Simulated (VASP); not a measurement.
# Ti4O in VASP: notebook, part 2 of 2

VASP 6.6.1. Earlier steps stand in the parts before.

## Step 3: Single point, PBE

Contents of INCAR:

```
ALGO = Normal
DIPOL = 0.5 0.5 0.342
EDIFF = 1E-6
ENCUT = 520
GGA = PE
IDIPOL = 3
ISIF = 2
ISMEAR = 0
LASPH = T
LCHARG = F
LDIPOL = T
LREAL = F
LWAVE = F
NBANDS = 35
NELM = 80
PREC = Accurate
SIGMA = 0.1
```

Contents of KPOINTS:

```
k-points
0
Gamma
  9 7 1
```

Contents of POSCAR:

```
Ti4O
1.0
    2.9075446938      0.0000000000      0.0000000000
    0.0000000000      4.1118891392      0.0000000000
    0.0000000000      0.0000000000     19.6535692687
Ti O
4 1
Direct
    0.5000000000      0.5000000000      0.2035253722
    0.0000000000      0.0000000000      0.2774952616
    0.5000000000      0.5000000000      0.3439484703
    0.0000000000      0.0000000000      0.4148645550
    0.5000000000      0.0000000000      0.4685392498
```

Potentials or basis: VASP PAW PBE potentials, release 64 (Ti_sv, O).

Launch:

```sh
cat potpaw_PBE.64/Ti_sv/POTCAR potpaw_PBE.64/O/POTCAR > POTCAR
mpirun -np 1 vasp_std > vasp.out
```

OUTCAR:

```text
EDIFF = 1E-6
   ENCUT = 520
   GGA = PE
   ISIF = 2
   ISMEAR = 0
   LASPH = T
   LREAL = F
   NELM = 80
   PREC = Accurate

 ion  position               nearest neighbor table
   1  0.500  0.500  0.204-   3 2.76   2 2.91   2 2.91   2 2.91   2 2.91
   2  0.000  0.000  0.277-   4 2.70   3 2.84   3 2.84   3 2.84   3 2.84   1 2.91   1 2.91   1 2.91
                             1 2.91
   3  0.500  0.500  0.344-   1 2.76   2 2.84   2 2.84   2 2.84   2 2.84   4 2.88   4 2.88   4 2.88
                             4 2.88
   4  0.000  0.000  0.415-   5 1.80   5 1.80   2 2.70   3 2.88   3 2.88   3 2.88   3 2.88
   5  0.500  0.000  0.469-   4 1.80   4 1.80

  LATTYP: Found a simple orthorhombic cell.
 ALAT       =     2.9075446938
 B/A-ratio  =     1.4142135624
 C/A-ratio  =     6.7595071920

  Lattice vectors:

 A1 = (   2.9075446938,   0.0000000000,   0.0000000000)
 A2 = (   0.0000000000,   4.1118891392,   0.0000000000)
 A3 = (   0.0000000000,   0.0000000000,  19.6535692687)

Analysis of symmetry for initial positions (statically):
=====================================================================
 Subroutine PRICEL returns:
 Original cell was already a primitive cell.

 Routine SETGRP: Setting up the symmetry group for a
 simple orthorhombic supercell.

 Subroutine GETGRP returns: Found  4 space group operations
 (whereof  4 operations were pure point group operations)
 out of a pool of  8 trial point group operations.

The static configuration has the point symmetry C_2v.

Analysis of symmetry for dynamics (positions and initial velocities):
=====================================================================
 Subroutine PRICEL returns:
 Original cell was already a primitive cell.

 Routine SETGRP: Setting up the symmetry group for a
 simple orthorhombic supercell.

 Subroutine GETGRP returns: Found  4 space group operations
 (whereof  4 operations were pure point group operations)
[... 129 lines left out ...]
   LHFCALC =     F    Hartree Fock is set to
   AEXX    =    0.0000 exact exchange contribution
   IVDW    =     0    specifies the selected vdW correction
   LEPSILON=     F    determine dielectric tensor
   LRPA    =     F    only Hartree local field effects (RPA)
 non-spin polarized calculation
 Gauss-broadening in eV      SIGMA  =   0.10
  energy-cutoff  :      520.00
  volume of cell :      234.97
 maximum number of plane-waves:      6369
 NGX is ok and might be reduce to    24
   NGX = 11   NGY = 15   NGZ = 73

 dipolmoment           0.000000      0.000000     -0.177434 electrons x Angstroem

 number of electron      54.0000016 magnetization

 dipolmoment           0.000000      0.000000      0.159608 electrons x Angstroem

 Free energy of the ion-electron system (eV)
  ---------------------------------------------------
  ext. energy  EPLUGINS =         0.00000000
  ---------------------------------------------------
  free energy    TOTEN  =       -38.09696321 eV

  energy without entropy =      -38.06570456  energy(sigma->0) =      -38.08133388

 E-fermi :  -0.4945     XC(G=0):  -4.6349

 val. band max:       -0.5097102877   @ k =   0.2222   0.4286   0.0000
 cond. band min:      -0.4855521877   @ k =   0.1111   0.0000   0.0000
 fundamental gap:      0.0241581000
 Fermi energy:        -0.4944905099

 k-point     1 :       0.0000    0.0000    0.0000
  band No.  band energies     occupation
      1     -57.6324      2.00000
      2     -57.5205      2.00000
      3     -57.1878      2.00000
      4     -57.0857      2.00000
      5     -33.9963      2.00000
      6     -33.9283      2.00000
[... 749 lines left out ...]
     34       1.3188      0.00000
     35       1.5572      0.00000

------------------------ aborting loop because EDIFF is reached ----------------------------------------

 vacuum level on the upper side and lower side of the slab       (xc-potential included)         1.165        -1.291

  FORCE on cell =-STRESS in cart. coord.  units (eV):
  Direction    XX          YY          ZZ          XY          YZ          ZX
  --------------------------------------------------------------------------------------
  -------------------------------------------------------------------------------------
  Total        4.6192360     -0.5630358      1.7562325      0.0000000      0.0000000      0.0000000
  in kB       31.4971676     -3.8391699     11.9752161      0.0000000      0.0000000      0.0000000
  external PRESSURE =      13.2110713 kB  Pullay stress =       0.0000000 kB

 VOLUME and BASIS-vectors are now :
 -----------------------------------------------------------------------------
  energy-cutoff  :      520.00
  volume of cell :      234.97
      direct lattice vectors                 reciprocal lattice vectors
     2.907544694  0.000000000  0.000000000     0.343932804  0.000000000  0.000000000
     0.000000000  4.111889139  0.000000000     0.000000000  0.243197218  0.000000000
     0.000000000  0.000000000 19.653569269     0.000000000  0.000000000  0.050881343

 POSITION                                       TOTAL-FORCE (eV/Angst)
 -----------------------------------------------------------------------------------
      1.45377      2.05594      4.00000         0.000000      0.000000      0.379977
      0.00000      0.00000      5.45377         0.000000      0.000000     -0.455290
      1.45377      2.05594      6.75982         0.000000      0.000000     -1.454887
      0.00000      0.00000      8.15357         0.000000      0.000000      1.422774
      1.45377      0.00000      9.20847         0.000000      0.000000      0.107427
 -----------------------------------------------------------------------------------
    total drift:                                0.000000     -0.000000      0.001321

  FREE ENERGIE OF THE ION-ELECTRON SYSTEM (eV)
  ---------------------------------------------------
  free  energy   TOTEN  =       -38.0969632087 eV

  energy  without entropy=      -38.0657045585  energy(sigma->0) =      -38.08133388

 vacuum level on the upper side and lower side of the slab         5.252         2.764
```

Wall time 2.2 min (1 thread of Intel Xeon 6975P-C (Granite Rapids), shared host); peak memory 0.4 GiB.

Results:

```yaml
Free_energy: -38.0970 eV
Largest_force: 1.455 eV/Å
Band_gap_on_the_k_mesh: zero (band 27 reaches -0.15 eV, above the bottom of band 28 at -0.59 eV)
```

Forces on the atoms (eV/Å):
```
Ti   0.000  0.000  0.380
Ti   0.000  0.000 -0.455
Ti   0.000  0.000 -1.455
Ti   0.000  0.000  1.423
O    0.000  0.000  0.107
```

Levels at points of the mesh, in eV from the Fermi level:
```tsv
k point	band 25	band 26	band 27	band 28	band 29	band 30
(0.00, 0.00, 0.00)	-0.94	-0.31	-0.10	0.28	0.28	0.73
```
